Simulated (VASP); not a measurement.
# LiY3 (Fm-3m) in VASP: single point with r2SCAN

Aim: the single point of LiY3 with r2SCAN.

All numbers are computed with VASP 6.6.1; they aren't measurements. Logs are shortened: lines on timing, memory, paths and dates and some standing lists are left out, and cuts for length are marked.

## Step 1: The cell of the first run

It takes space group Fm-3m (No. 225, cubic). Conventional cell: a = 7.800 Å, b = 7.800 Å, c = 7.800 Å, α = 90.00°, β = 90.00°, γ = 90.00°. Within 4.4 Å of Li (site symmetry m-3m) lie 14 Y at 3.38 to 3.90 Å. Y (site symmetry -43m) has 4 Li at 3.38 Å and 10 Y at 3.38 to 3.90 Å within 4.4 Å. Y (site symmetry m-3m) has 8 Y at 3.38 Å and 6 Li at 3.90 Å within 4.4 Å.

## Step 2: Single point, r2SCAN

POSCAR

```
LiY3
1.0
    5.5152240000      0.0000000000      0.0000000000
    2.7576120000      4.7763240916      0.0000000000
    2.7576120000      1.5921080305      4.5031615391
Li Y
1 3
Direct
    0.0000000000      0.0000000000      0.0000000000
    0.2500000000      0.2500000000      0.2500000000
    0.7500000000      0.7500000000      0.7500000000
    0.5000000000      0.5000000000      0.5000000000
```

INCAR.step1

```
  PREC = Accurate
  ENCUT = 520
  ISMEAR = 1
  SIGMA = 0.05
  LREAL = False
  LASPH = True
  NELM = 80
  NBANDS = 26
  GGA = PE
  ALGO = Normal
  EDIFF = 1E-4
  LWAVE = True
  LCHARG = False
```

INCAR.step2

```
  PREC = Accurate
  ENCUT = 520
  EDIFF = 1E-6
  ISMEAR = 1
  SIGMA = 0.05
  LREAL = False
  LASPH = True
  NELM = 80
  ALGO = Normal
  ISIF = 2
  LWAVE = False
  LCHARG = True
  METAGGA = R2SCAN
  LMIXTAU = True
  LELF = True
  LVHAR = True
  NBANDS = 26
  ISTART = 1
```

KPOINTS

```
Automatic mesh
0
Gamma
  5 5 5
```

Potentials or basis: VASP PAW PBE potentials, release 64 (Li_sv, Y_sv).

Started as:

```bash
cat potpaw_PBE.64/Li_sv/POTCAR potpaw_PBE.64/Y_sv/POTCAR > POTCAR
cp INCAR.step1 INCAR
mpirun -np 1 vasp_std > vasp.out
cp INCAR.step2 INCAR
mpirun -np 1 vasp_std > vasp.out
```

OUTCAR:

```text
PREC = Accurate
   ENCUT = 520
   EDIFF = 1E-6
   ISMEAR = 1
   LREAL = False
   LASPH = True
   NELM = 80
   ISIF = 2
   METAGGA = R2SCAN
   ISTART = 1

 ion  position               nearest neighbor table
   1  0.000  0.000  0.000-   3 3.38   2 3.38   3 3.38   2 3.38   2 3.38   3 3.38   3 3.38   2 3.38

   2  0.250  0.250  0.250-   1 3.38   1 3.38   4 3.38   4 3.38   4 3.38   1 3.38   1 3.38   4 3.38
                             3 3.90   3 3.90   3 3.90   3 3.90   3 3.90   3 3.90
   3  0.750  0.750  0.750-   4 3.38   1 3.38   4 3.38   1 3.38   1 3.38   4 3.38   4 3.38   1 3.38
                             2 3.90   2 3.90   2 3.90   2 3.90   2 3.90   2 3.90
   4  0.500  0.500  0.500-   2 3.38   2 3.38   3 3.38   3 3.38   3 3.38   2 3.38   2 3.38   3 3.38

  LATTYP: Found a face centered cubic cell.
 ALAT       =     7.7997045804

  Lattice vectors:

 A1 = (   5.5152240000,   0.0000000000,   0.0000000000)
 A2 = (   2.7576120000,   4.7763240916,   0.0000000000)
 A3 = (   2.7576120000,   1.5921080305,   4.5031615391)

Analysis of symmetry for initial positions (statically):
=====================================================================
 Subroutine PRICEL returns:
 Original cell was already a primitive cell.

 Routine SETGRP: Setting up the symmetry group for a
 face centered cubic supercell.

 Subroutine GETGRP returns: Found 48 space group operations
 (whereof 48 operations were pure point group operations)
 out of a pool of 48 trial point group operations.

The static configuration has the point symmetry O_h .

Analysis of symmetry for dynamics (positions and initial velocities):
=====================================================================
 Subroutine PRICEL returns:
 Original cell was already a primitive cell.

 Routine SETGRP: Setting up the symmetry group for a
 face centered cubic supercell.

 Subroutine GETGRP returns: Found 48 space group operations
 (whereof 48 operations were pure point group operations)
 out of a pool of 48 trial point group operations.

The dynamic configuration has the point symmetry O_h .

 Subroutine INISYM returns: Found 48 space group operations
 (whereof 48 operations are pure point group operations),
 and found     1 'primitive' translations

----------------------------------------------------------------------------------------

                                     Primitive cell

  volume of cell :     118.6245

  direct lattice vectors                    reciprocal lattice vectors
     5.515224000  0.000000000  0.000000000     0.181316298 -0.104683014 -0.074022069
     2.757612000  4.776324092  0.000000000     0.000000000  0.209366027 -0.074022069
     2.757612000  1.592108030  4.503161539     0.000000000  0.000000000  0.222066206

  length of vectors
     5.515224000  5.515224000  5.515224000     0.222066206  0.222066206  0.222066206

  position of ions in fractional coordinates (direct lattice)
     0.000000000  0.000000000  0.000000000
     0.250000000  0.250000000  0.250000000
     0.750000000  0.750000000  0.750000000
     0.500000000  0.500000000  0.500000000

  ion indices of the primitive-cell ions
   primitive index   ion index
                 1           1
                 2           2
                 3           3
                 4           4

----------------------------------------------------------------------------------------

 KPOINTS: Automatic mesh

Automatic generation of k-mesh.
 Grid dimensions read from file:
 generate k-points for:    5    5    5

 Generating k-lattice:

  Cartesian coordinates                     Fractional coordinates (reciprocal lattice)
     0.036263260 -0.020936603 -0.014804414     0.200000000  0.000000000  0.000000000
     0.000000000  0.041873205 -0.014804414     0.000000000  0.200000000  0.000000000
     0.000000000  0.000000000  0.044413241     0.000000000  0.000000000  0.200000000

  Length of vectors
     0.044413241  0.044413241  0.044413241

  Shift w.r.t. Gamma in fractional coordinates (k-lattice)
     0.000000000  0.000000000  0.000000000

 Subroutine IBZKPT returns following result:
 ===========================================

 Found     10 irreducible k-points:

 Following reciprocal coordinates:
            Coordinates               Weight
  0.000000  0.000000  0.000000      1.000000
  0.200000  0.000000  0.000000      8.000000
  0.400000  0.000000  0.000000      8.000000
  0.200000  0.200000  0.000000      6.000000
  0.400000  0.200000  0.000000     24.000000
 -0.400000  0.200000  0.000000     24.000000
 -0.200000  0.200000  0.000000     12.000000
  0.400000  0.400000  0.000000      6.000000
 -0.400000  0.400000  0.000000     12.000000
 -0.400000  0.400000  0.200000     24.000000
   k-points           NKPTS =     10   k-points in BZ     NKDIM =     10   number of bands    NBANDS=     26
   number of dos      NEDOS =    301   number of ions     NIONS =      4
   total plane-waves  NPLWV =  74088
   dimension x,y,z NGX =    42 NGY =   42 NGZ =   42
   dimension x,y,z NGXF=    84 NGYF=   84 NGZF=   84
   ions per type =               1   3
   NGX,Y,Z   is equivalent  to a cutoff of  12.66, 12.66, 12.66 a.u.
   NGXF,Y,Z  is equivalent  to a cutoff of  25.32, 25.32, 25.32 a.u.
 SYSTEM =  unknown system
   PREC   = accura    normal or accurate (medium, high low for compatibility)
   ISTART =      1    job   : 0-new  1-cont  2-samecut
   ICHARG =      0    charge: 1-file 2-atom 10-const
   ISPIN  =      1    spin polarized calculation?
   LNONCOLLINEAR =      F non collinear calculations
   LSORBIT =      F    spin-orbit coupling
   LASPH  =      T    aspherical Exc in radial PAW
   ENCUT  =  520.0 eV  38.22 Ry    6.18 a.u.  10.25 10.25 10.25*2*pi/ulx,y,z
   NELM   =     80;   NELMIN=  2; NELMDL=  0     # of ELM steps
   EDIFF  = 0.1E-05   stopping-criterion for ELM
   LREAL  =      F    real-space projection
   EDIFFG = 0.1E-04   stopping-criterion for IOM
   NSW    =      0    number of steps for IOM
   IBRION =     -1    ionic relax: 0-MD 1-quasi-New 2-CG
   NFREE  =      0    steps in history (QN), initial steepest desc. (CG)
   ISIF   =      2    stress and relaxation
   ISYM   =      2    0-nonsym 1-usesym 2-fastsym
   POTIM  = 0.5000    time-step for ionic-motion
   TEBEG  =    0.0;   TEEND  =   0.0 temperature during run
   PSTRESS=    0.0 pullay stress
   NELECT =      36.0000    total number of electrons
   NUPDOWN=      -1.0000    fix difference up-down
   EMIN   =  10.00;   EMAX   =-10.00  energy-range for DOS
   EFERMI =   0.00;   METHOD = LEGACY
   ISMEAR =     1;   SIGMA  =   0.05  broadening in eV -4-tet -1-fermi 0-gaus
   EFERMI_NEDOS =   21; number of points for ismear=-14 and -15
   IALGO  =     38    algorithm
   IMIX   =      4    mixing-type and parameters
     AMIX     =   0.40;   BMIX     =  1.00
     AMIX_MAG =   1.60;   BMIX_MAG =  1.00
  volume/ion in A,a.u.               =      29.66       200.13
  Fermi-wavevector in a.u.,A,eV,Ry     =   1.100147  2.078977 16.467459  1.210324
  Thomas-Fermi vector in A             =   2.236554
   LORBIT       =      0    0 simple, 1 ext, 2 COOP (PROOUT), +10 PAW based schemes
   METAGGA = R2SCAN    functional components
   LHFCALC =     F    Hartree Fock is set to
   AEXX    =    0.0000 exact exchange contribution
   IVDW    =     0    specifies the selected vdW correction
   LEPSILON=     F    determine dielectric tensor
   LRPA    =     F    only Hartree local field effects (RPA)
 non-spin polarized calculation
 Methfessel and Paxton  Order N= 1 SIGMA  =   0.05
  energy-cutoff  :      520.00
  volume of cell :      118.62
 maximum number of plane-waves:      3218
 NGX is ok and might be reduce to    42
   NGX = 21   NGY = 21   NGZ = 21

 number of electron      36.0000009 magnetization

 Free energy of the ion-electron system (eV)
  ---------------------------------------------------
  ext. energy  EPLUGINS =         0.00000000
  ---------------------------------------------------
  free energy    TOTEN  =       -62.39232421 eV

  energy without entropy =      -62.39176581  energy(sigma->0) =      -62.39213808

 E-fermi :   2.7600     XC(G=0):  -9.6550

 val. band max:        2.7539545161   @ k =   0.4000   0.0000   0.0000
 cond. band min:       2.7968842322   @ k =  -0.4000   0.4000   0.0000
 fundamental gap:      0.0429297162
 Fermi energy:         2.7599896001

 k-point     1 :       0.0000    0.0000    0.0000
  band No.  band energies     occupation
      1     -44.4374      2.00000
      2     -41.8426      2.00000
      3     -41.7875      2.00000
      4     -41.6724      2.00000
      5     -21.2601      2.00000
      6     -21.2601      2.00000
[... 18 lines left out ...]
     25       6.4089      0.00000
     26       6.9148      0.00000

 k-point     2 :       0.2000    0.0000    0.0000
  band No.  band energies     occupation
      1     -44.4375      2.00000
      2     -41.8339      2.00000
      3     -41.7898      2.00000
      4     -41.6789      2.00000
      5     -21.3038      2.00000
      6     -21.2942      2.00000
[... 18 lines left out ...]
     25       5.7850      0.00000
     26       6.8143      0.00000

 k-point     3 :       0.4000    0.0000    0.0000
  band No.  band energies     occupation
      1     -44.4374      2.00000
      2     -41.8152      2.00000
      3     -41.7966      2.00000
      4     -41.6910      2.00000
      5     -21.3285      2.00000
      6     -21.3284      2.00000
[... 18 lines left out ...]
     25       4.8586      0.00000
     26       6.8355      0.00000

 k-point     4 :       0.2000    0.2000    0.0000
  band No.  band energies     occupation
      1     -44.4374      2.00000
      2     -41.8311      2.00000
      3     -41.7903      2.00000
      4     -41.6813      2.00000
      5     -21.3366      2.00000
      6     -21.3366      2.00000
[... 18 lines left out ...]
     25       6.0281      0.00000
     26       6.1743      0.00000
[... 90 lines left out ...]
      1     -44.4374      2.00000
      2     -41.8086      2.00000
      3     -41.7948      2.00000
      4     -41.6996      2.00000
      5     -21.4065      2.00000
      6     -21.4065      2.00000
[... 18 lines left out ...]
     25       4.8416      0.00000
     26       6.2467      0.00000

 k-point     9 :      -0.4000    0.4000    0.0000
  band No.  band energies     occupation
      1     -44.4374      2.00000
      2     -41.8023      2.00000
      3     -41.7976      2.00000
      4     -41.7031      2.00000
      5     -21.4012      2.00000
      6     -21.3972      2.00000
[... 18 lines left out ...]
     25       5.5115      0.00000
     26       5.7579      0.00000

 k-point    10 :      -0.4000    0.4000    0.2000
  band No.  band energies     occupation
      1     -44.4374      2.00000
      2     -41.8045      2.00000
      3     -41.7977      2.00000
      4     -41.7008      2.00000
      5     -21.4077      2.00000
      6     -21.3352      2.00000
[... 18 lines left out ...]
     25       5.5115      0.00000
     26       5.8730      0.00000

------------------------ aborting loop because EDIFF is reached ----------------------------------------

  FORCE on cell =-STRESS in cart. coord.  units (eV):
  Direction    XX          YY          ZZ          XY          YZ          ZX
  --------------------------------------------------------------------------------------
  -------------------------------------------------------------------------------------
  Total        0.2316870      0.2316870      0.2316870     -0.0000000     -0.0000000      0.0000000
  in kB        3.1292327      3.1292327      3.1292327     -0.0000000     -0.0000000      0.0000000
  external PRESSURE =       3.1292327 kB  Pullay stress =       0.0000000 kB

 VOLUME and BASIS-vectors are now :
 -----------------------------------------------------------------------------
  energy-cutoff  :      520.00
  volume of cell :      118.62
      direct lattice vectors                 reciprocal lattice vectors
     5.515224000  0.000000000  0.000000000     0.181316298 -0.104683014 -0.074022069
     2.757612000  4.776324092  0.000000000     0.000000000  0.209366027 -0.074022069
     2.757612000  1.592108030  4.503161539     0.000000000  0.000000000  0.222066206

 POSITION                                       TOTAL-FORCE (eV/Angst)
 -----------------------------------------------------------------------------------
      0.00000      0.00000      0.00000        -0.000000     -0.000000      0.000000
      2.75761      1.59211      1.12579        -0.000000     -0.000000      0.000000
      8.27284      4.77632      3.37737         0.000000      0.000000     -0.000000
      5.51522      3.18422      2.25158        -0.000000     -0.000000      0.000000
 -----------------------------------------------------------------------------------
    total drift:                               -0.000000     -0.000000     -0.000000

  FREE ENERGIE OF THE ION-ELECTRON SYSTEM (eV)
  ---------------------------------------------------
  free  energy   TOTEN  =       -62.3923242149 eV

  energy  without entropy=      -62.3917658051  energy(sigma->0) =      -62.39213808
```

Run time: 2.4 min. Hardware: 1 thread of AMD EPYC 9R45 (Zen 5), shared host; peak memory 0.26 GiB.

Results:

- Free energy: -62.3923 eV
- Band gap on the k mesh: zero (bands 18 and 19 overlap by 0.57 eV)

Caveat: the cutoff is under 1.25 times the usual one of these potentials, so pressure, stress and relaxed cells hold a basis-set (Pulay) error; the PAW data sets were made with another functional, which shifts forces and pressure a little.

The gap in the log of VASP goes by the Fermi energy; the results here count the filled bands.